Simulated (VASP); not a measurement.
## CdTe: electric field gradients with PBE

Crystal: CdTe.

```
CELL_PARAMETERS angstrom
3.10563 -3.13533 0.00000
3.10563 3.13533 0.00000
0.00000 0.00000 6.17080
ATOMIC_POSITIONS crystal
Cd 0.27703 0.72297 0.75000
Cd 0.72297 0.27703 0.25000
Te 0.76614 0.23386 0.75000
Te 0.23386 0.76614 0.25000
```

This cell differs from its parent crystal: volume scaled by 1.04.

```json
{"Program": "VASP 6.6.1", "Task": "electric field gradients", "Functional": "PBE", "Potentials or basis": "VASP PAW PBE potentials, release 64 (Cd, Te)", "Cutoff": "520 eV", "k mesh": "9 × 9 × 6", "Occupations": "fermi-dirac, width 0.05 eV", "Spin": "no spin polarisation", "Dipole correction": "no", "Further INCAR settings": "ALGO = Normal; EDIFF = 1e-08; NBANDS = 26"}
```

The pressure is -1.7 GPa. The largest force is 0.067 eV/Å. The band gap on the k mesh is zero (band 18 reaches 3.45 eV, above the bottom of band 19 at 2.34 eV).

Forces in eV/Å, atoms in the order of the input:
```
Cd   0.000  0.023  0.000
Cd   0.000 -0.023  0.000
Te   0.000  0.067  0.000
Te   0.000 -0.067  0.000
```

Stress tensor (GPa, compression positive):
```
-1.83  0.00  0.00
 0.00 -1.84  0.00
 0.00  0.00 -1.55
```

Levels at points of the mesh, in eV from the Fermi level:
```csv
k point,band 15,band 16,band 17,band 18,band 19,band 20,band 21,band 22
"(0.00, 0.00, 0.00)",-1.86,-1.23,-0.40,-0.36,-0.31,0.12,4.36,6.92
"(0.00, 0.00, 0.50)",-1.19,-1.19,-1.14,-1.14,1.60,1.60,5.16,5.16
```

Electric field gradients, principal values (V/Å²):
| atom | least | middle | greatest (by size) |
| --- | --- | --- | --- |
| 1 Cd | -0.461 | -4.340 | 4.801 |
| 2 Cd | -0.461 | -4.340 | 4.801 |
| 3 Te | 3.058 | 6.312 | -9.370 |
| 4 Te | 3.058 | 6.312 | -9.370 |

Wall time 6.2 min on 1 thread of Intel(R) Xeon(R) Platinum 8259CL CPU @ 2.50GHz (Skylake/Cascade Lake) (shared host), peak memory 0.44 GiB.

Caveat: without QUAD_EFG the Cq values of the log hold for a quadrupole moment of 1 mb, not for the nuclei; spin-orbit coupling is left out, which moves the levels of the heavy elements.
